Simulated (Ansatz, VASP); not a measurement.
**One calculation of MgZr2Au2, two programs**

```
Mg Zr Au
1.0
    -2.10102    2.10102    6.45402
     2.10102   -2.10102    6.45402
     2.10102    2.10102   -6.45402
Mg Zr Au
1 2 2
Cartesian
  0.0000 0.0000 0.0000
  2.1010 0.0000 3.2270
  0.0000 2.1010 3.2270
  0.0000 0.0000 7.7631
  0.0000 0.0000 5.1449
```

Alike in both runs: functional PBE; k mesh 6 × 6 × 6; occupations gaussian, width 0.1 eV; no spin polarisation.

Ansatz relaxed the structure, and its values are those at the end. VASP's run is a single point on that final structure, the one shown.

```csv
,VASP,Ansatz
version,VASP 6.6.1,Ansatz 0.2.0
potentials or method,"VASP PAW PBE potentials, release 64 (Mg, Zr_sv, Au), cutoff 520 eV","scalar-relativistic, plane waves, PAW"
valence electrons in the cell,48,72
```

```tsv
	VASP	Ansatz	Ansatz less VASP
gap on the k mesh at the Fermi level (eV)	none	none	-
pressure (GPa)	-0.1	0.1	+0.13
rms of the force components (eV/Å)	0.000	0.003	+0.0028
```

A gap of «none» marks a metal or a gap that the smearing closes. VASP's potentials hold 48 valence electrons a cell and Ansatz's 72, so a difference there can come from the potentials and not from the codes.

Spin-orbit coupling is off throughout.
